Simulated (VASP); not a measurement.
# Ti2Al5 (a cell with a defect) in VASP: single point with PBE

Aim: the single point of Ti2Al5 (a cell with a defect) with PBE.

Everything below comes from runs of VASP 6.6.1. Logs are shortened: lines on timing, memory, paths and dates and some standing lists are left out, and cuts for length are marked.

## Step 1: The cell of the first run

The cell holds a defect, 21 atoms: a = 7.454 Å, b = 7.454 Å, c = 7.454 Å, α = 109.32°, β = 109.55°, γ = 109.55°.

## Step 2: Single point, PBE

INCAR

```
ALGO     = Normal         # electronic algorithm
EDIFF    = 1E-6           # SCF threshold, eV
ENCUT    = 520            # plane-wave cutoff, eV
GGA      = PE             # functional
ISIF     = 2              # what is computed and relaxed
ISMEAR   = 0              # smearing method
LASPH    = T              # aspherical terms in the spheres
LCHARG   = F              # write CHGCAR
LREAL    = Auto         
LWAVE    = F              # write WAVECAR
NBANDS   = 74             # bands
NELM     = 60             # most SCF steps
PREC     = Accurate       # precision mode
SIGMA    = 0.1            # smearing width, eV
```

KPOINTS

```
Automatic mesh
0
Gamma
  4 4 4
  0.5 0.5 0.5
```

POSCAR

```
Ti2Al5
1.0
   -5.7680202874     -1.9226734291     -4.3114047973
    1.9226734291     -5.7680202874      4.3114047973
   -1.9226734291      5.7680202874      4.3114047973
Ti Al
6 15
Direct
    0.4021064047      0.7954576875      0.6066487642
    0.1658041325      0.3788577138      0.7869464657
    0.1455707952      0.1002976881      0.0452731071
    0.5976076762      0.2034395410      0.3941681351
    0.8339119248      0.6200411271      0.2138707977
    0.8541438058      0.8986005806      0.9555432722
    0.4626886119      0.3635714674      0.0991171444
    0.2006162847      0.9085947376      0.2920215941
   -0.0001433421      0.4994486038      0.5004081011
    0.5370276535      0.6353267493      0.9017009511
    0.7990993045      0.0903036872      0.7087956173
    0.6965363331      0.6417749926      0.5312306345
    0.4998582627      0.2330674387      0.7340273965
    0.3031812325      0.8335945143      0.9460574509
    0.8927838051      0.0506562750      0.3574961632
    0.1069326683      0.4636116270      0.1586899533
    0.4998583147      0.7658308821      0.2667909071
    0.3031812325      0.3571238286      0.4695867652
    0.1069326683      0.9482427620      0.6433210882
    0.6965363331      0.1653056986      0.0547613405
    0.8927837531      0.5352875379      0.8421275821
```

Potentials or basis: VASP PAW PBE potentials, release 64 (Ti_sv, Al).

Command:

```
$ cat potpaw_PBE.64/Ti_sv/POTCAR potpaw_PBE.64/Al/POTCAR > POTCAR
$ mpirun -np 1 vasp_std > vasp.out
```

OUTCAR:

```text
EDIFF = 1E-6
   ENCUT = 520
   GGA = PE
   ISIF = 2
   ISMEAR = 0
   LASPH = T
   LREAL = Auto
   NELM = 60
   PREC = Accurate

 ion  position               nearest neighbor table
   1  0.402  0.795  0.607-  11 2.68   9 2.70  18 2.82  14 2.82  17 2.82  13 2.82  19 2.84  16 2.84
                             8 2.87  10 2.89  20 2.92  12 2.92
   2  0.166  0.379  0.787-  10 2.42  11 2.57   9 2.67   7 2.69  21 2.74  15 2.74  19 2.85  16 2.85
                            18 2.85  14 2.85  13 3.12  17 3.12
   3  0.146  0.100  0.045-   6 1.90   7 2.31  14 2.66  18 2.66   8 2.69  19 2.70  16 2.70  11 2.89
[... 23 lines left out ...]
  15  0.893  0.051  0.357-  17 2.67  19 2.70   6 2.70   2 2.74  18 2.76  20 2.80   4 2.84   5 2.85
                             9 2.87  11 2.88   8 2.94  10 3.11
  16  0.107  0.464  0.159-  17 2.67  21 2.70   3 2.70   5 2.74  20 2.76  18 2.80   1 2.84   2 2.85
                             9 2.87   8 2.88  11 2.94   7 3.11
  17  0.500  0.766  0.267-  12 2.66  14 2.66  16 2.67  15 2.67   7 2.71  10 2.71  11 2.81   8 2.81
                             4 2.82   1 2.82   5 3.12   2 3.12
  18  0.303  0.357  0.470-   3 2.66  13 2.66  10 2.67  12 2.76  15 2.76  16 2.80   1 2.82   9 2.84
                             2 2.85   8 2.86   4 2.92   7 3.36
  19  0.107  0.948  0.643-  13 2.67  15 2.70   3 2.70   5 2.74  12 2.76  14 2.80   1 2.84   2 2.85
                             9 2.87   8 2.88  11 2.94   7 3.11
  20  0.697  0.165  0.055-   6 2.66  13 2.66   7 2.67  14 2.76  16 2.76  15 2.80   4 2.82   9 2.84
                             5 2.85  11 2.86   1 2.92  10 3.36
  21  0.893  0.535  0.842-  13 2.67  16 2.70   6 2.70   2 2.74  14 2.76  12 2.80   4 2.84   5 2.85
                             9 2.87  11 2.88   8 2.94  10 3.11

  LATTYP: Found a body centered tetragonal cell.
 ALAT       =     8.5984569721
 C/A-ratio  =     1.0028322084

  Lattice vectors:

 A1 = (  -1.9226734291,   5.7680202874,  -4.3114047973)
 A2 = (   1.9226734291,  -5.7680202874,  -4.3114047973)
 A3 = (  -5.7680202874,  -1.9226734291,   4.3114047973)

Analysis of symmetry for initial positions (statically):
=====================================================================
 Subroutine PRICEL returns:
 Original cell was already a primitive cell.

 Routine SETGRP: Setting up the symmetry group for a
 body centered tetragonal supercell.

 Subroutine GETGRP returns: Found  4 space group operations
 (whereof  2 operations were pure point group operations)
 out of a pool of 16 trial point group operations.

The static configuration has the point symmetry C_1h.
 The point group associated with its full space group is C_2h.

Analysis of symmetry for dynamics (positions and initial velocities):
=====================================================================
 Subroutine PRICEL returns:
 Original cell was already a primitive cell.

 Routine SETGRP: Setting up the symmetry group for a
 body centered tetragonal supercell.

 Subroutine GETGRP returns: Found  4 space group operations
 (whereof  2 operations were pure point group operations)
 out of a pool of 16 trial point group operations.

The dynamic configuration has the point symmetry C_1h.
 The point group associated with its full space group is C_2h.

 Subroutine INISYM returns: Found  4 space group operations
 (whereof  2 operations are pure point group operations),
 and found     1 'primitive' translations

----------------------------------------------------------------------------------------

                                     Primitive cell

  volume of cell :     318.7571

  direct lattice vectors                    reciprocal lattice vectors
    -5.768020287 -1.922673429 -4.311404797    -0.156032738 -0.052010913  0.000000000
     1.922673429 -5.768020287  4.311404797    -0.052010913 -0.104021826  0.115971481
    -1.922673429  5.768020287  4.311404797    -0.104021826  0.052010913  0.115971481

  length of vectors
     7.453518798  7.453518798  7.453518798     0.164472948  0.164240859  0.164240859

  position of ions in fractional coordinates (direct lattice)
     0.402106405  0.795457687  0.606648764
     0.165804132  0.378857714  0.786946466
     0.145570795  0.100297688  0.045273107
     0.597607676  0.203439541  0.394168135
     0.833911925  0.620041127  0.213870798
     0.854143806  0.898600581  0.955543272
[... 13 lines left out ...]
     0.696536333  0.165305699  0.054761341
     0.892783753  0.535287538  0.842127582

  ion indices of the primitive-cell ions
   primitive index   ion index
                 1           1
                 2           2
                 3           3
                 4           4
                 5           5
                 6           6
[... 13 lines left out ...]
                20          20
                21          21

----------------------------------------------------------------------------------------

 KPOINTS: Automatic mesh

Automatic generation of k-mesh.
 Grid dimensions read from file:
 generate k-points for:    4    4    4

 Generating k-lattice:

  Cartesian coordinates                     Fractional coordinates (reciprocal lattice)
    -0.039008185 -0.013002728  0.000000000     0.250000000  0.000000000  0.000000000
    -0.013002728 -0.026005456  0.028992870    -0.000000000  0.250000000  0.000000000
    -0.026005456  0.013002728  0.028992870    -0.000000000  0.000000000  0.250000000

  Length of vectors
     0.041118237  0.041060215  0.041060215

  Shift w.r.t. Gamma in fractional coordinates (k-lattice)
     0.500000000  0.500000000  0.500000000

 Subroutine IBZKPT returns following result:
 ===========================================

 Found     22 irreducible k-points:

 Following reciprocal coordinates:
            Coordinates               Weight
  0.125000  0.125000  0.125000      4.000000
 -0.125000 -0.125000  0.375000      4.000000
  0.375000  0.125000  0.125000      2.000000
 -0.125000 -0.375000 -0.375000      2.000000
 -0.125000  0.125000  0.125000      2.000000
  0.125000  0.375000  0.125000      4.000000
[... 14 lines left out ...]
  0.375000 -0.375000  0.375000      2.000000
 -0.375000 -0.375000  0.375000      2.000000
   k-points           NKPTS =     22   k-points in BZ     NKDIM =     22   number of bands    NBANDS=     74
   number of dos      NEDOS =    301   number of ions     NIONS =     21
   total plane-waves  NPLWV = 175616
   dimension x,y,z NGX =    56 NGY =   56 NGZ =   56
   dimension x,y,z NGXF=   112 NGYF=  112 NGZF=  112
   ions per type =               6  15
   NGX,Y,Z   is equivalent  to a cutoff of  12.49, 12.49, 12.49 a.u.
   NGXF,Y,Z  is equivalent  to a cutoff of  24.98, 24.98, 24.98 a.u.
 SYSTEM =  unknown system
   PREC   = accura    normal or accurate (medium, high low for compatibility)
   ISTART =      0    job   : 0-new  1-cont  2-samecut
   ICHARG =      2    charge: 1-file 2-atom 10-const
   ISPIN  =      1    spin polarized calculation?
   LNONCOLLINEAR =      F non collinear calculations
   LSORBIT =      F    spin-orbit coupling
   LASPH  =      T    aspherical Exc in radial PAW
   ENCUT  =  520.0 eV  38.22 Ry    6.18 a.u.  13.86 13.86 13.86*2*pi/ulx,y,z
   NELM   =     60;   NELMIN=  2; NELMDL= -5     # of ELM steps
   EDIFF  = 0.1E-05   stopping-criterion for ELM
   LREAL  =      T    real-space projection
   EDIFFG = 0.1E-04   stopping-criterion for IOM
   NSW    =      0    number of steps for IOM
   IBRION =     -1    ionic relax: 0-MD 1-quasi-New 2-CG
   NFREE  =      0    steps in history (QN), initial steepest desc. (CG)
   ISIF   =      2    stress and relaxation
   ISYM   =      2    0-nonsym 1-usesym 2-fastsym
   POTIM  = 0.5000    time-step for ionic-motion
   TEBEG  =    0.0;   TEEND  =   0.0 temperature during run
   PSTRESS=    0.0 pullay stress
   NELECT =     117.0000    total number of electrons
   NUPDOWN=      -1.0000    fix difference up-down
   EMIN   =  10.00;   EMAX   =-10.00  energy-range for DOS
   EFERMI =   0.00;   METHOD = LEGACY
   ISMEAR =     0;   SIGMA  =   0.10  broadening in eV -4-tet -1-fermi 0-gaus
   EFERMI_NEDOS =   21; number of points for ismear=-14 and -15
   IALGO  =     38    algorithm
   IMIX   =      4    mixing-type and parameters
     AMIX     =   0.40;   BMIX     =  1.00
     AMIX_MAG =   1.60;   BMIX_MAG =  1.00
  volume/ion in A,a.u.               =      15.18       102.43
  Fermi-wavevector in a.u.,A,eV,Ry     =   1.172151  2.215044 18.693556  1.373938
  Thomas-Fermi vector in A             =   2.308584
   LORBIT       =      0    0 simple, 1 ext, 2 COOP (PROOUT), +10 PAW based schemes
   GGA     = PE    functional components
   LHFCALC =     F    Hartree Fock is set to
   AEXX    =    0.0000 exact exchange contribution
   IVDW    =     0    specifies the selected vdW correction
   LEPSILON=     F    determine dielectric tensor
   LRPA    =     F    only Hartree local field effects (RPA)
 non-spin polarized calculation
 Gauss-broadening in eV      SIGMA  =   0.10
  energy-cutoff  :      520.00
  volume of cell :      318.76
 maximum number of plane-waves:      8619
   NGX = 27   NGY = 27   NGZ = 27

 number of electron     117.0000005 magnetization

 Free energy of the ion-electron system (eV)
  ---------------------------------------------------
  ext. energy  EPLUGINS =         0.00000000
  ---------------------------------------------------
  free energy    TOTEN  =      -105.92739449 eV

  energy without entropy =     -105.87549741  energy(sigma->0) =     -105.90144595

 E-fermi :   8.8237     XC(G=0): -10.9462

 val. band max:        8.8192484732   @ k =  -0.1250  -0.1250   0.3750
 cond. band min:       8.8260676902   @ k =  -0.1250   0.3750   0.1250
 fundamental gap:      0.0068192170
 Fermi energy:         8.8237146216

 k-point     1 :       0.1250    0.1250    0.1250
  band No.  band energies     occupation
      1     -47.7935      2.00000
      2     -47.7931      2.00000
      3     -47.5802      2.00000
      4     -47.4987      2.00000
      5     -47.4985      2.00000
      6     -46.3555      2.00000
[... 1595 lines left out ...]
     69      10.5166      0.00000
     70      10.5735      0.00000
 [bands above 70 left out]

------------------------ aborting loop because EDIFF is reached ----------------------------------------

  FORCE on cell =-STRESS in cart. coord.  units (eV):
  Direction    XX          YY          ZZ          XY          YZ          ZX
  --------------------------------------------------------------------------------------
  -------------------------------------------------------------------------------------
  Total       21.2965375     22.0962426     16.1507513     15.8271234      0.0000000      0.0000000
  in kB      107.0433609    111.0629401     81.1789568     79.5522971      0.0000000      0.0000000
  external PRESSURE =      99.7617526 kB  Pullay stress =       0.0000000 kB

 VOLUME and BASIS-vectors are now :
 -----------------------------------------------------------------------------
  energy-cutoff  :      520.00
  volume of cell :      318.76
      direct lattice vectors                 reciprocal lattice vectors
    -5.768020287 -1.922673429 -4.311404797    -0.156032738 -0.052010913  0.000000000
     1.922673429 -5.768020287  4.311404797    -0.052010913 -0.104021826  0.115971481
    -1.922673429  5.768020287  4.311404797    -0.104021826  0.052010913  0.115971481

 POSITION                                       TOTAL-FORCE (eV/Angst)
 -----------------------------------------------------------------------------------
     -1.95634     -1.86217      4.31140        -0.006005     -0.000995      0.000000
     -1.74098      2.03508      4.31140        -0.006840      0.009678      0.000000
     -0.73386     -0.59727      0.00000        -0.727905     -0.607194     -0.000000
     -3.81372     -0.04888     -0.00000         0.006005      0.000995      0.000000
     -4.02909     -3.94614      0.00000         0.006840     -0.009678      0.000000
     -5.03620     -1.31379      4.31140         0.727905      0.607194     -0.000000
[... 13 lines left out ...]
     -3.80510     -1.97683     -2.05425        -0.004514      0.006091     -0.007056
     -5.73955      0.05333      2.08944         0.001108     -0.003279      0.005076
 -----------------------------------------------------------------------------------
    total drift:                                0.014415     -0.017457     -0.001183

  FREE ENERGIE OF THE ION-ELECTRON SYSTEM (eV)
  ---------------------------------------------------
  free  energy   TOTEN  =      -105.9273944913 eV

  energy  without entropy=     -105.8754974101  energy(sigma->0) =     -105.90144595
```

Wall time 21 min (1 thread of Intel Xeon Platinum 8488C (Sapphire Rapids), shared host); peak memory 0.6 GiB.

Results:

| Property | Result |
| --- | --- |
| Free energy | -105.9274 eV |
| Pressure | 10.0 GPa |
| Largest force | 0.948 eV/Å |
| Band gap on the k mesh | zero (an odd number of electrons rules out a gap without spin polarisation) |

Forces on the atoms (eV/Å):
```
Ti  -0.006 -0.001  0.000
Ti  -0.007  0.010  0.000
Ti  -0.728 -0.607  0.000
Ti   0.006  0.001  0.000
Ti   0.007 -0.010  0.000
Ti   0.728  0.607  0.000
Al   0.014  0.021  0.000
Al   0.007 -0.001  0.000
Al   0.000  0.000  0.000
Al  -0.014 -0.021  0.000
Al  -0.007  0.001  0.000
Al  -0.005  0.006  0.007
Al   0.000  0.000  0.009
Al   0.005 -0.006  0.007
Al   0.001 -0.003 -0.005
Al  -0.001  0.003 -0.005
Al   0.000  0.000 -0.009
Al   0.005 -0.006 -0.007
Al  -0.001  0.003  0.005
Al  -0.005  0.006 -0.007
Al   0.001 -0.003  0.005
```

Levels at points of the mesh, in eV from the Fermi level:
```tsv
k point	band 56	band 57	band 58	band 59	band 60	band 61
(0.12, 0.12, 0.12)	-0.59	-0.40	-0.24	-0.09	0.24	0.56
```

Caveat: atoms lie so close that the PAW spheres overlap strongly, which falsifies energies and pressures.
